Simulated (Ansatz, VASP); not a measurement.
Two plane-wave programs on AlN

The input INCAR:

```
SYSTEM = AlN
ALGO = Normal
EDIFF = 1E-6
EDIFFG = -0.02
ENCUT = 520
GGA = PE
IBRION = 2
ISIF = 2
ISMEAR = -1
LASPH = .True.
LCHARG = .False.
LREAL = .False.
LWAVE = .False.
NELM = 60
NSW = 80
PREC = Accurate
SIGMA = 0.02
```

KPOINTS

```
k-points
0
Gamma
  11 11 6
  0 0 0
```

POSCAR

```
AlN
1.0
    3.1100000000      0.0000000000      0.0000000000
   -1.5550000000      2.6933390058      0.0000000000
    0.0000000000      0.0000000000      5.0298000000
Al N
2 2
Direct
    0.6666666667      0.3333333333      0.0000000000
    0.3333333333      0.6666666667      0.5000000000
    0.6666666667      0.3333333333      0.3820000000
    0.3333333333      0.6666666667      0.8820000000
```

Input for Ansatz:

```yaml
crystal:
  lattice:
    - [3.11, 0.0, 0.0]
    - [-1.555, 2.6933390058, 0.0]
    - [0.0, 0.0, 5.0298]
  atoms:
    - { symbol: Al, position: [0.6666666667, 0.3333333333, 0.0] }
    - { symbol: Al, position: [0.3333333333, 0.6666666667, 0.5] }
    - { symbol: "N", position: [0.6666666667, 0.3333333333, 0.382] }
    - { symbol: "N", position: [0.3333333333, 0.6666666667, 0.882] }
kpoints:
  mp_grid: { grid: [11, 11, 6] }
scf:
  occupations: { method: fermi_dirac, width: 0.02 }
hamiltonian:
  xc: pbe
  pseudopotentials: { kind: paw }
output:
  forces: true
  stress: true
  populations: true
  efg:
    quadrupole_moments_barn: { Al: 0.1466, "N": 0.02044 }
    contact_densities: true
relax:
  f_tol: 0.02
  max_steps: 60
```

Change from the starting cell: z stretched by +1 %, ions relaxed.

Alike in both runs: task relaxation of the atoms; functional PBE; k mesh 11 × 11 × 6; occupations fermi-dirac, width 0.02 eV; no spin polarisation.

|  | VASP | Ansatz |
| --- | --- | --- |
| version | VASP 6.6.1 | Ansatz 0.2.0 |
| potentials or method | VASP PAW PBE potentials, release 64 (Al, N) | plane-wave PAW, scalar-relativistic |
| plane-wave cutoff (eV) | 520 | 420 |
| valence electrons in the cell | 16 | 16 |

Ansatz gave:

| Item | Value |
| --- | --- |
| gap on the k mesh at the Fermi level, each at its own relaxed structure (eV) | 4.17 |

Problem. What did VASP give for the same quantities?

Solution. gap on the k mesh at the Fermi level, each at its own relaxed structure (eV): 4.18.

Ansatz's warnings: stress scf threshold loose.
